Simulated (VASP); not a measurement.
Wanted: the native input for a VASP 6.6.1 run.

```
Task                   : single point
Functional             : PBE
Potentials or basis    : VASP PAW PBE potentials, release 64 (Hf_pv, C)
Cutoff                 : 520 eV
k mesh                 : 6 × 6 × 2
Occupations            : gaussian, width 0.1 eV
Spin                   : no spin polarisation
Dipole correction      : no
Further INCAR settings : ALGO = Normal; EDIFF = 1e-06; NBANDS = 33
```

The structure of Hf2C lies in POSCAR:

```
Hf2C
1.0
    3.2435980596      0.0000000000      0.0000000000
   -1.6217990298      2.8090383193      0.0000000000
    0.0000000000      0.0000000000     11.0279107787
Hf C
4 2
Direct
    0.3333333333      0.6666666667      0.6241789384
    0.6666666667      0.3333333333      0.1241789384
    0.6666666667      0.3333333333      0.3758210616
    0.3333333333      0.6666666667      0.8758210616
    0.3333333333      0.6666666667      0.2500000000
    0.6666666667      0.3333333333      0.7500000000
```

These files were run (other wordings do the same):

INCAR

```
SYSTEM = Hf2C
  PREC = Accurate
  ENCUT = 520
  EDIFF = 1E-6
  ISMEAR = 0
  SIGMA = 0.1
  LREAL = .FALSE.
  LASPH = .TRUE.
  NELM = 60
  ALGO = Normal
  ISIF = 2
  LWAVE = .FALSE.
  LCHARG = .FALSE.
  GGA = PE
  NBANDS = 33
```

KPOINTS

```
Automatic mesh
0
G
  6 6 2
  0 0 0
```

Potentials or basis: VASP PAW PBE potentials, release 64 (Hf_pv, C).

The run is started by

```bash
$ cat potpaw_PBE.64/Hf_pv/POTCAR potpaw_PBE.64/C/POTCAR > POTCAR
$ mpirun -np 1 vasp_std > vasp.out
```

It gave:

```
Pressure               : -0.5 GPa
Largest force          : 0.092 eV/Å
Band gap on the k mesh : zero (band 24 reaches 5.22 eV, above the bottom of band 25 at 5.09 eV)
```

Caveat: the k points lie up to 0.37 Å⁻¹ apart; spin-orbit coupling is left out, which moves the levels of the heavy elements.

Run time: 44 s on 1 thread of Intel(R) Xeon(R) Platinum 8488C (Sapphire Rapids) (shared host), peak memory 0.22 GiB.
